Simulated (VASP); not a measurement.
Set up this calculation in VASP 6.6.1, as the native input.

```yaml
Task: single point
Functional: LDA
Potentials_or_basis: VASP PAW LDA potentials, release 64 (Zn, Se)
Cutoff: 520 eV
k_mesh: 6 × 6 × 6
Occupations: gaussian, width 0.01 eV
Spin: no spin polarisation
Dipole_correction: no
Further_INCAR_settings: ALGO = Normal; EDIFF = 1e-06; NBANDS = 16
```

The structure of ZnSe (Stilleite) lies in POSCAR:

```
ZnSe
1.0
    0.0000000000      2.7841153705      2.7841153705
    2.7841153705      0.0000000000      2.7841153705
    2.7841153705      2.7841153705      0.0000000000
Zn Se
1 1
Direct
    0.0000000000      0.0000000000      0.0000000000
    0.2500000000      0.2500000000      0.2500000000
```

One way to write it, as run:

INCAR

```
SYSTEM = ZnSe
PREC = Accurate
ENCUT = 520
EDIFF = 1E-6
ISMEAR = 0
SIGMA = 0.01
LREAL = .False.
LASPH = .True.
NELM = 80
ALGO = Normal
ISIF = 2
LWAVE = .False.
LCHARG = .False.
GGA = CA
NBANDS = 16
```

KPOINTS

```
Automatic mesh
0
Gamma
  6 6 6
  0 0 0
```

Potentials or basis: VASP PAW LDA potentials, release 64 (Zn, Se).

The run is started by

```console
$ cat potpaw_LDA.64/Zn/POTCAR potpaw_LDA.64/Se/POTCAR > POTCAR
$ mpirun -np 1 vasp_std > vasp.out
```

Results of the run:

The pressure is 0.4 GPa and the band gap on the k mesh is 1.29 eV, direct.

Run time: 15 s on 1 thread of Intel(R) Xeon(R) Platinum 8259CL CPU @ 2.50GHz (Skylake/Cascade Lake) (shared host), peak memory 0.14 GiB.
